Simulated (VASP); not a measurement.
**Ca3Zr2N: single point with PBE**

The system is Ca3Zr2N.

```
Ca Zr N
1.0
     4.93222    0.00000    0.00000
    -2.46611    4.27143    0.00000
     0.00000    0.00000    5.81025
Ca Zr N
3 2 1
Direct
  0.50000 0.00000 0.00000
  0.00000 0.50000 0.00000
  0.50000 0.50000 0.00000
  0.00000 0.00000 0.21330
  0.00000 0.00000 0.78670
  0.00000 0.00000 0.50000
```

The cell was generated, and may not be a known phase.

| Property | Result |
| --- | --- |
| Program | VASP 6.6.1 |
| Task | single point |
| Functional | PBE |
| Potentials or basis | VASP PAW PBE potentials, release 64 (Ca_sv, Zr_sv, N) |
| Cutoff | 520 eV |
| k mesh | 6 × 6 × 4 |
| Occupations | gaussian, width 0.1 eV |
| Spin | no spin polarisation |
| Dipole correction | no |
| Further INCAR settings | ALGO = Normal; EDIFF = 1e-06; NBANDS = 38 |

The pressure is 50.8 GPa, the largest force is 4.950 eV/Å and the band gap on the k mesh is zero (an odd number of electrons rules out a gap without spin polarisation).

Forces on the atoms (eV/Å):
```
Ca   0.000  0.000  0.000
Ca   0.000  0.000  0.000
Ca   0.000  0.000  0.000
Zr   0.000  0.000 -4.950
Zr   0.000  0.000  4.950
N    0.000  0.000  0.000
```

Stress tensor (GPa, compression positive):
```
42.04  0.00  0.00
 0.00 42.04  0.00
 0.00  0.00 68.32
```

Levels at points of the mesh, in eV from the Fermi level:
```csv
k point,band 27,band 28,band 29,band 30,band 31,band 32
"(0.00, 0.00, 0.00)",-1.64,-1.43,-0.71,0.02,0.75,1.21
"(0.50, 0.00, 0.00)",-0.86,0.17,0.32,0.38,0.57,0.88
"(0.00, 0.00, 0.50)",-1.54,-1.29,-1.14,-0.80,0.04,0.04
"(0.50, 0.00, 0.50)",-1.00,-0.88,-0.86,0.18,0.20,0.70
```

Wall time 99 s on 1 thread of Intel(R) Xeon(R) Platinum 8488C (Sapphire Rapids), with other jobs on the host, peak memory 0.31 GiB.

Caveat: the stress differs along the axes, from 42 to 68 GPa; forces of over 1 eV/Å act on the atoms, so gaps and moduli don't describe the material at rest.
